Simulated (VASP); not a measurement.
Input of a VASP 6.6.1 run:

INCAR

```
PREC     = Accurate       # precision mode
ENCUT    = 520            # plane-wave cutoff, eV
EDIFF    = 1E-6           # SCF threshold, eV
ISMEAR   = 0              # smearing method
SIGMA    = 0.1            # smearing width, eV
LREAL    = False          # projectors in reciprocal space
LASPH    = True           # aspherical terms in the spheres
NELM     = 100            # most SCF steps
ALGO     = Fast           # electronic algorithm
ISIF     = 2              # what is computed and relaxed
LWAVE    = False          # write WAVECAR
LCHARG   = False          # write CHGCAR
GGA      = PE             # functional
NBANDS   = 39             # bands
```

Contents of KPOINTS:

```
regular mesh
0
Gamma
  4 4 4
```

The input POSCAR:

```
Cs2Ti
1.0
    9.8242635663      0.0000000000      0.0000000000
    0.0000000000      9.8242635663      0.0000000000
    0.0000000000      0.0000000000      3.6791293806
Cs Ti
4 2
Direct
    0.2500000000      0.2500000000      0.5000000000
    0.7500000000      0.2500000000      0.5000000000
    0.2500000000      0.7500000000      0.5000000000
    0.7500000000      0.7500000000      0.5000000000
    0.0000000000      0.5000000000     -0.0007206129
    0.5000000000      0.0000000000      1.0007206129
```

Potentials or basis: VASP PAW PBE potentials, release 64 (Cs_sv, Ti_sv).

The run is started by

```console
$ cat potpaw_PBE.64/Cs_sv/POTCAR potpaw_PBE.64/Ti_sv/POTCAR > POTCAR
$ mpirun -np 1 vasp_std > vasp.out
```

(1) Predict the band gap on the k mesh.

(2) What does it give for the pressure?

Results:

(1) zero (bands 30 and 31 overlap by 0.21 eV).

(2) 0.2 GPa.

Caveat: the k points lie up to 0.43 Å⁻¹ apart; spin-orbit coupling is left out, which moves the levels of the heavy elements.
